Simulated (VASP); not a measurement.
# Zn (P6_3/mmc) in VASP: further runs

The runs below take Zn through single point, with PBE.

Program: VASP 6.6.1. These are calculated values, not measurements. Logs are shortened: lines on timing, memory, paths and dates and some standing lists are left out, and cuts for length are marked.

## (1) The cell of the first run

It takes space group P6_3/mmc (No. 194, hexagonal). The conventional cell has a = 2.745 Å, b = 2.745 Å, c = 4.798 Å, α = 90.00°, β = 90.00°, γ = 120.00°. Zn (site symmetry -6m2) has 12 Zn at 2.74 to 2.88 Å within 3.6 Å.

## (2) Single point, PBE (strain +0.030 along x and y, -0.030 along z)

Input file INCAR:

```
SYSTEM = Zn
ALGO = Fast ; EDIFF = 1E-6
ENCUT = 520 ; GGA = PE
ISIF = 2 ; ISMEAR = 0
LASPH = .TRUE. ; LCHARG = .TRUE.
LELF = .TRUE. ; LREAL = .FALSE.
LVHAR = .TRUE. ; LWAVE = .FALSE.
NBANDS = 19 ; NELM = 80
PREC = Accurate ; SIGMA = 0.15
```

Input file KPOINTS:

```
k-points
0
G
  24 24 10
  0 0 0
```

Input file POSCAR:

```
Zn
1.0
    2.7447419948      0.0000000000      0.0000000000
   -1.3723709974      2.3770162943      0.0000000000
    0.0000000000      0.0000000000      4.7982990000
Zn
2
Direct
    0.3333333333      0.6666666667      0.2500000000
    0.6666666667      0.3333333333      0.7500000000
```

Potentials or basis: VASP PAW PBE potentials, release 64 (Zn).

Started as:

```
> cat potpaw_PBE.64/Zn/POTCAR > POTCAR
> mpirun -np 1 vasp_std > vasp.out
```

OUTCAR:

```text
SYSTEM = Zn
   EDIFF = 1E-6
   ENCUT = 520
   GGA = PE
   ISIF = 2
   ISMEAR = 0
   LASPH = .TRUE.
   LREAL = .FALSE.
   NELM = 80
   PREC = Accurate

 ion  position               nearest neighbor table
   1  0.333  0.667  0.250-   2 2.88   2 2.88   2 2.88   2 2.88   2 2.88   2 2.88
   2  0.667  0.333  0.750-   1 2.88   1 2.88   1 2.88   1 2.88   1 2.88   1 2.88

  LATTYP: Found a hexagonal cell.
 ALAT       =     2.7447419948
 C/A-ratio  =     1.7481785206

  Lattice vectors:

 A1 = (   2.7447419948,   0.0000000000,   0.0000000000)
 A2 = (  -1.3723709974,   2.3770162943,   0.0000000000)
 A3 = (   0.0000000000,   0.0000000000,   4.7982990000)

Analysis of symmetry for initial positions (statically):
=====================================================================
 Subroutine PRICEL returns:
 Original cell was already a primitive cell.

 Routine SETGRP: Setting up the symmetry group for a
 hexagonal supercell.

 Subroutine GETGRP returns: Found 24 space group operations
 (whereof 12 operations were pure point group operations)
 out of a pool of 24 trial point group operations.

The static configuration has the point symmetry D_3d.
 The point group associated with its full space group is D_6h.

Analysis of symmetry for dynamics (positions and initial velocities):
=====================================================================
 Subroutine PRICEL returns:
 Original cell was already a primitive cell.

 Routine SETGRP: Setting up the symmetry group for a
 hexagonal supercell.

 Subroutine GETGRP returns: Found 24 space group operations
 (whereof 12 operations were pure point group operations)
 out of a pool of 24 trial point group operations.

The dynamic configuration has the point symmetry D_3d.
 The point group associated with its full space group is D_6h.

 Subroutine INISYM returns: Found 24 space group operations
 (whereof 12 operations are pure point group operations),
 and found     1 'primitive' translations

----------------------------------------------------------------------------------------

                                     Primitive cell

  volume of cell :      31.3055

  direct lattice vectors                    reciprocal lattice vectors
     2.744741995  0.000000000  0.000000000     0.364332969  0.210347738  0.000000000
    -1.372370997  2.377016294  0.000000000     0.000000000  0.420695475  0.000000000
     0.000000000  0.000000000  4.798299000     0.000000000  0.000000000  0.208407188

  length of vectors
     2.744741995  2.744741995  4.798299000     0.420695475  0.420695475  0.208407188

  position of ions in fractional coordinates (direct lattice)
[... 79 lines left out ...]
   EDIFF  = 0.1E-05   stopping-criterion for ELM
   LREAL  =      F    real-space projection
   EDIFFG = 0.1E-04   stopping-criterion for IOM
   NSW    =      0    number of steps for IOM
   IBRION =     -1    ionic relax: 0-MD 1-quasi-New 2-CG
   NFREE  =      0    steps in history (QN), initial steepest desc. (CG)
   ISIF   =      2    stress and relaxation
   ISYM   =      2    0-nonsym 1-usesym 2-fastsym
   POTIM  = 0.5000    time-step for ionic-motion
   TEBEG  =    0.0;   TEEND  =   0.0 temperature during run
   PSTRESS=    0.0 pullay stress
   NELECT =      24.0000    total number of electrons
   NUPDOWN=      -1.0000    fix difference up-down
   EMIN   =  10.00;   EMAX   =-10.00  energy-range for DOS
   EFERMI =   0.00;   METHOD = LEGACY
   ISMEAR =     0;   SIGMA  =   0.15  broadening in eV -4-tet -1-fermi 0-gaus
   EFERMI_NEDOS =   21; number of points for ismear=-14 and -15
   IALGO  =     68    algorithm
   IMIX   =      4    mixing-type and parameters
     AMIX     =   0.40;   BMIX     =  1.00
     AMIX_MAG =   1.60;   BMIX_MAG =  1.00
  volume/ion in A,a.u.               =      15.65       105.63
  Fermi-wavevector in a.u.,A,eV,Ry     =   1.498321  2.831416 30.544621  2.244966
  Thomas-Fermi vector in A             =   2.610095
   LORBIT       =      0    0 simple, 1 ext, 2 COOP (PROOUT), +10 PAW based schemes
   GGA     = PE    functional components
   LHFCALC =     F    Hartree Fock is set to
   AEXX    =    0.0000 exact exchange contribution
   IVDW    =     0    specifies the selected vdW correction
   LEPSILON=     F    determine dielectric tensor
   LRPA    =     F    only Hartree local field effects (RPA)
 non-spin polarized calculation
 RMM-DIIS sequential band-by-band and
 Gauss-broadening in eV      SIGMA  =   0.15
  energy-cutoff  :      520.00
  volume of cell :       31.31
 maximum number of plane-waves:       858
   NGX = 11   NGY = 11   NGZ = 17

 number of electron      24.0000018 magnetization

 Free energy of the ion-electron system (eV)
  ---------------------------------------------------
  ext. energy  EPLUGINS =         0.00000000
  ---------------------------------------------------
  free energy    TOTEN  =        -2.19486680 eV

  energy without entropy =       -2.18843946  energy(sigma->0) =       -2.19165313

 E-fermi :   2.9815     XC(G=0): -11.4130

 val. band max:        2.9678801544   @ k =   0.3333   0.2917   0.5000
 cond. band min:       2.9836819079   @ k =   0.4583   0.0417   0.5000
 fundamental gap:      0.0158017535
 Fermi energy:         2.9814824512

 k-point     1 :       0.0000    0.0000    0.0000
  band No.  band energies     occupation
      1      -7.2500      2.00000
      2      -5.4539      2.00000
      3      -4.8106      2.00000
      4      -4.6680      2.00000
      5      -4.6680      2.00000
      6      -4.6062      2.00000
[... 505 lines left out ...]
      6      -4.5316      2.00000
[... 11 lines left out ...]
     18      16.7311      0.00000
     19      17.3940      0.00000

 [... further k-points ...]

------------------------ aborting loop because EDIFF is reached ----------------------------------------

  FORCE on cell =-STRESS in cart. coord.  units (eV):
  Direction    XX          YY          ZZ          XY          YZ          ZX
  --------------------------------------------------------------------------------------
  -------------------------------------------------------------------------------------
  Total       -0.6505939     -0.6505939     -0.3498774     -0.0000000     -0.0000000      0.0000000
  in kB      -33.2965766    -33.2965766    -17.9062822     -0.0000000     -0.0000000      0.0000000
  external PRESSURE =     -28.1664785 kB  Pullay stress =       0.0000000 kB

 VOLUME and BASIS-vectors are now :
 -----------------------------------------------------------------------------
  energy-cutoff  :      520.00
  volume of cell :       31.31
      direct lattice vectors                 reciprocal lattice vectors
     2.744741995  0.000000000  0.000000000     0.364332969  0.210347738  0.000000000
    -1.372370997  2.377016294  0.000000000     0.000000000  0.420695475  0.000000000
     0.000000000  0.000000000  4.798299000     0.000000000  0.000000000  0.208407188

 POSITION                                       TOTAL-FORCE (eV/Angst)
 -----------------------------------------------------------------------------------
     -0.00000      1.58468      1.19957        -0.000000      0.000000      0.000000
      1.37237      0.79234      3.59872         0.000000      0.000000      0.000000
 -----------------------------------------------------------------------------------
    total drift:                                0.000000     -0.000000      0.000000

  FREE ENERGIE OF THE ION-ELECTRON SYSTEM (eV)
  ---------------------------------------------------
  free  energy   TOTEN  =        -2.1948667956 eV

  energy  without entropy=       -2.1884394612  energy(sigma->0) =       -2.19165313
```

OSZICAR:

```text
N       E                     dE             d eps       ncg     rms          rms(c)
DAV:   1     0.113875156537E+03    0.11388E+03   -0.12316E+04 14348   0.198E+03
DAV:   2     0.278178881816E+01   -0.11109E+03   -0.10734E+03 14015   0.295E+02
DAV:   3    -0.235310571781E+01   -0.51349E+01   -0.51129E+01 15522   0.697E+01
DAV:   4    -0.238419389566E+01   -0.31088E-01   -0.31080E-01 15151   0.563E+00
DAV:   5    -0.238423496086E+01   -0.41065E-04   -0.41065E-04 15216   0.184E-01    0.367E+00
RMM:   6    -0.220631589526E+01    0.17792E+00   -0.68188E-01 15898   0.979E+00    0.292E+00
RMM:   7    -0.219932019868E+01    0.69957E-02   -0.19310E-02 16533   0.197E+00    0.147E+00
RMM:   8    -0.219489787524E+01    0.44223E-02   -0.51969E-03 15371   0.647E-01    0.106E-01
RMM:   9    -0.219490877559E+01   -0.10900E-04   -0.15992E-03 16930   0.571E-01    0.988E-02
RMM:  10    -0.219486471803E+01    0.44058E-04   -0.26801E-04 16680   0.179E-01    0.138E-02
RMM:  11    -0.219486653020E+01   -0.18122E-05   -0.16954E-05 16548   0.514E-02    0.238E-03
RMM:  12    -0.219486679563E+01   -0.26543E-06   -0.59446E-07  9772   0.911E-03
   1 F= -.21948668E+01 E0= -.21916531E+01  d E =-.642733E-02
```

Run time: 2 min. Hardware: 1 thread of AMD EPYC 7R13 (Zen 3), shared host; peak memory 0.24 GiB.

What came out:

```
Free energy            : -2.1949 eV
Pressure               : -2.8 GPa
Band gap on the k mesh : zero (bands 12 and 13 overlap by 4.03 eV)
```

Stress tensor (GPa, compression positive):
```
-3.33  0.00  0.00
 0.00 -3.33  0.00
 0.00  0.00 -1.79
```

Caveat: the cell differs from its parent crystal (strain +0.030 along x and y, -0.030 along z).

## (3) Single point, PBE (strain +0.030 along x and y, -0.015 along z)

Input file INCAR:

```
SYSTEM = Zn
ALGO = Fast
EDIFF = 1E-6
ENCUT = 520
GGA = PE
ISIF = 2
ISMEAR = 0
LASPH = .TRUE.
LCHARG = .FALSE.
LREAL = .FALSE.
LWAVE = .FALSE.
NBANDS = 19
NELM = 80
PREC = Accurate
SIGMA = 0.15
```

KPOINTS is that of step 2.

Edit POSCAR of step 2 so:

```diff
@@ -4,3 +4,3 @@
    -1.3723709974      2.3770162943      0.0000000000
-    0.0000000000      0.0000000000      4.7982990000
+    0.0000000000      0.0000000000      4.8724995000
 Zn
```

Potentials or basis: VASP PAW PBE potentials, release 64 (Zn).

Started as:

```
> cat potpaw_PBE.64/Zn/POTCAR > POTCAR
> mpirun -np 1 vasp_std > vasp.out
```

OUTCAR:

```text
SYSTEM = Zn
   EDIFF = 1E-6
   ENCUT = 520
   GGA = PE
   ISIF = 2
   ISMEAR = 0
   LASPH = .TRUE.
   LREAL = .FALSE.
   NELM = 80
   PREC = Accurate

 ion  position               nearest neighbor table
   1  0.333  0.667  0.250-   2 2.91   2 2.91   2 2.91   2 2.91   2 2.91   2 2.91
   2  0.667  0.333  0.750-   1 2.91   1 2.91   1 2.91   1 2.91   1 2.91   1 2.91

  LATTYP: Found a hexagonal cell.
 ALAT       =     2.7447419948
 C/A-ratio  =     1.7752122091

  Lattice vectors:

 A1 = (   2.7447419948,   0.0000000000,   0.0000000000)
 A2 = (  -1.3723709974,   2.3770162943,   0.0000000000)
 A3 = (   0.0000000000,   0.0000000000,   4.8724995000)

Analysis of symmetry for initial positions (statically):
=====================================================================
 Subroutine PRICEL returns:
 Original cell was already a primitive cell.

 Routine SETGRP: Setting up the symmetry group for a
 hexagonal supercell.

 Subroutine GETGRP returns: Found 24 space group operations
 (whereof 12 operations were pure point group operations)
 out of a pool of 24 trial point group operations.

The static configuration has the point symmetry D_3d.
 The point group associated with its full space group is D_6h.

Analysis of symmetry for dynamics (positions and initial velocities):
=====================================================================
 Subroutine PRICEL returns:
 Original cell was already a primitive cell.

 Routine SETGRP: Setting up the symmetry group for a
 hexagonal supercell.

 Subroutine GETGRP returns: Found 24 space group operations
 (whereof 12 operations were pure point group operations)
 out of a pool of 24 trial point group operations.

The dynamic configuration has the point symmetry D_3d.
 The point group associated with its full space group is D_6h.

 Subroutine INISYM returns: Found 24 space group operations
 (whereof 12 operations are pure point group operations),
 and found     1 'primitive' translations

[... 111 lines left out ...]
   IALGO  =     68    algorithm
   IMIX   =      4    mixing-type and parameters
     AMIX     =   0.40;   BMIX     =  1.00
     AMIX_MAG =   1.60;   BMIX_MAG =  1.00
  volume/ion in A,a.u.               =      15.89       107.26
  Fermi-wavevector in a.u.,A,eV,Ry     =   1.490677  2.816970 30.233731  2.222117
  Thomas-Fermi vector in A             =   2.603428
   LORBIT       =      0    0 simple, 1 ext, 2 COOP (PROOUT), +10 PAW based schemes
   GGA     = PE    functional components
   LHFCALC =     F    Hartree Fock is set to
   AEXX    =    0.0000 exact exchange contribution
   IVDW    =     0    specifies the selected vdW correction
   LEPSILON=     F    determine dielectric tensor
   LRPA    =     F    only Hartree local field effects (RPA)
 non-spin polarized calculation
 RMM-DIIS sequential band-by-band and
 Gauss-broadening in eV      SIGMA  =   0.15
  energy-cutoff  :      520.00
  volume of cell :       31.79
 maximum number of plane-waves:       882
   NGX = 11   NGY = 11   NGZ = 19

 number of electron      24.0000000 magnetization

 Free energy of the ion-electron system (eV)
  ---------------------------------------------------
  ext. energy  EPLUGINS =         0.00000000
  ---------------------------------------------------
  free energy    TOTEN  =        -2.18911878 eV

  energy without entropy =       -2.18249824  energy(sigma->0) =       -2.18580851

 E-fermi :   2.8758     XC(G=0): -11.3319

 val. band max:        2.8571046973   @ k =   0.0000   0.0000   0.2000
 cond. band min:       2.8976176231   @ k =   0.4583   0.0417   0.5000
 fundamental gap:      0.0405129258
 Fermi energy:         2.8757946948

 k-point     1 :       0.0000    0.0000    0.0000
  band No.  band energies     occupation
      1      -7.2390      2.00000
      2      -5.5202      2.00000
      3      -4.9015      2.00000
      4      -4.7424      2.00000
      5      -4.7424      2.00000
      6      -4.6865      2.00000
[... 505 lines left out ...]
      6      -4.6084      2.00000
[... 11 lines left out ...]
     18      16.6999      0.00000
     19      17.1408      0.00000

 [... further k-points ...]

------------------------ aborting loop because EDIFF is reached ----------------------------------------

  FORCE on cell =-STRESS in cart. coord.  units (eV):
  Direction    XX          YY          ZZ          XY          YZ          ZX
  --------------------------------------------------------------------------------------
  -------------------------------------------------------------------------------------
  Total       -0.8036349     -0.8036349     -0.4779312     -0.0000000     -0.0000000     -0.0000000
  in kB      -40.5026891    -40.5026891    -24.0874325     -0.0000000     -0.0000000     -0.0000000
  external PRESSURE =     -35.0309369 kB  Pullay stress =       0.0000000 kB

 VOLUME and BASIS-vectors are now :
 -----------------------------------------------------------------------------
  energy-cutoff  :      520.00
  volume of cell :       31.79
      direct lattice vectors                 reciprocal lattice vectors
     2.744741995  0.000000000  0.000000000     0.364332969  0.210347738  0.000000000
    -1.372370997  2.377016294  0.000000000     0.000000000  0.420695475  0.000000000
     0.000000000  0.000000000  4.872499500     0.000000000  0.000000000  0.205233474

 POSITION                                       TOTAL-FORCE (eV/Angst)
 -----------------------------------------------------------------------------------
     -0.00000      1.58468      1.21812        -0.000000      0.000000      0.000000
      1.37237      0.79234      3.65437         0.000000      0.000000      0.000000
 -----------------------------------------------------------------------------------
    total drift:                               -0.000000      0.000000      0.000000

  FREE ENERGIE OF THE ION-ELECTRON SYSTEM (eV)
  ---------------------------------------------------
  free  energy   TOTEN  =        -2.1891187829 eV

  energy  without entropy=       -2.1824982365  energy(sigma->0) =       -2.18580851
```

OSZICAR:

```text
N       E                     dE             d eps       ncg     rms          rms(c)
DAV:   1     0.112746168477E+03    0.11275E+03   -0.12371E+04 14420   0.197E+03
DAV:   2     0.275103141959E+01   -0.11000E+03   -0.10649E+03 13996   0.294E+02
DAV:   3    -0.234121624403E+01   -0.50922E+01   -0.50728E+01 15634   0.695E+01
DAV:   4    -0.237177664974E+01   -0.30560E-01   -0.30552E-01 15118   0.555E+00
DAV:   5    -0.237181810134E+01   -0.41452E-04   -0.41451E-04 15143   0.185E-01    0.356E+00
RMM:   6    -0.219991624600E+01    0.17190E+00   -0.66679E-01 15876   0.967E+00    0.285E+00
RMM:   7    -0.219334434646E+01    0.65719E-02   -0.18669E-02 16524   0.194E+00    0.143E+00
RMM:   8    -0.218914532926E+01    0.41990E-02   -0.51838E-03 15345   0.647E-01    0.105E-01
RMM:   9    -0.218916064960E+01   -0.15320E-04   -0.16177E-03 16915   0.574E-01    0.982E-02
RMM:  10    -0.218911671186E+01    0.43938E-04   -0.26682E-04 16648   0.179E-01    0.120E-02
RMM:  11    -0.218911858071E+01   -0.18689E-05   -0.17114E-05 16551   0.513E-02    0.239E-03
RMM:  12    -0.218911878286E+01   -0.20215E-06   -0.55212E-07  9798   0.852E-03
   1 F= -.21891188E+01 E0= -.21858085E+01  d E =-.662055E-02
```

stdout:

```text
POSCAR found type information on POSCAR Zn
 POSCAR found :  1 types and       2 ions
 scaLAPACK will be used
 LDA part: xc-table for (Slater+PW92), standard interpolation
 POSCAR, INCAR and KPOINTS ok, starting setup
 FFT: planning ... GRIDC
 FFT: planning ... GRID_SOFT
 FFT: planning ... GRID
 WAVECAR not read
 entering main loop
```

It took 1.9 min on 1 thread of AMD EPYC 7R13 (Zen 3), shared host; peak memory 0.25 GiB.

Results:

```
Free energy            : -2.1891 eV
Pressure               : -3.5 GPa
Band gap on the k mesh : zero (bands 12 and 13 overlap by 4.11 eV)
```

Levels at points of the mesh, in eV from the Fermi level:
```tsv
k point	band 8	band 9	band 10	band 11	band 12	band 13	band 14	band 15	band 16	band 17
(0.00, 0.00, 0.00)	-7.33	-7.33	-7.09	-7.09	-3.28	-2.62	14.64	15.90	15.90	17.65
(0.50, 0.00, 0.00)	-7.08	-6.96	-6.94	-2.92	-2.44	2.76	3.42	4.00	5.60	9.18
(0.00, 0.00, 0.50)	-7.51	-7.18	-7.18	-7.18	-7.18	5.23	5.23	17.23	17.23	17.23
(0.50, 0.00, 0.50)	-7.10	-6.95	-6.95	-1.87	-1.87	-0.20	-0.20	10.36	10.36	11.06
```

Caveat: the cell differs from its parent crystal (strain +0.030 along x and y, -0.015 along z); the cell stands under tension.

The gap in the log of VASP goes by the Fermi energy; the results here count the filled bands.